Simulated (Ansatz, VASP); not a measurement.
**Sb: VASP beside Ansatz**

```
Sb
1.0
     2.12509    1.22692    3.70721
    -2.12509    1.22692    3.70721
     0.00000   -2.45384    3.70721
Sb
2
Direct
  0.76651 0.76651 0.76651
  0.23349 0.23349 0.23349
```

Alike in both runs: task single point; functional LDA; k mesh 8 × 8 × 8; occupations fermi-dirac, width 0.05 eV; no spin polarisation.

|  | VASP | Ansatz |
| --- | --- | --- |
| version | VASP 6.6.1 | Ansatz 0.2.0 |
| potentials or method | VASP PAW LDA potentials, release 64 (Sb_d_GW) | Ansatz PAW |
| plane-wave cutoff (eV) | 500 | 420 |
| valence electrons in the cell | 30 | 30 |

```tsv
	VASP	Ansatz	Ansatz less VASP
gap on the k mesh at the Fermi level (eV)	none	none	-
pressure (GPa)	1.2	1.3	+0.05
traceless stress, the component that is largest in VASP (GPa)	-0.64	-0.62	+0.021
rms of the force components (eV/Å)	0.138	0.131	-0.0062
```

LDA's correlation is that of Perdew and Zunger in VASP and of Perdew and Wang (1992) in Ansatz. Atom by atom the forces differ by 0.006 eV/Å (rms over components). A gap of «none» marks a metal or a gap that the smearing closes.

Spin-orbit coupling is off throughout.
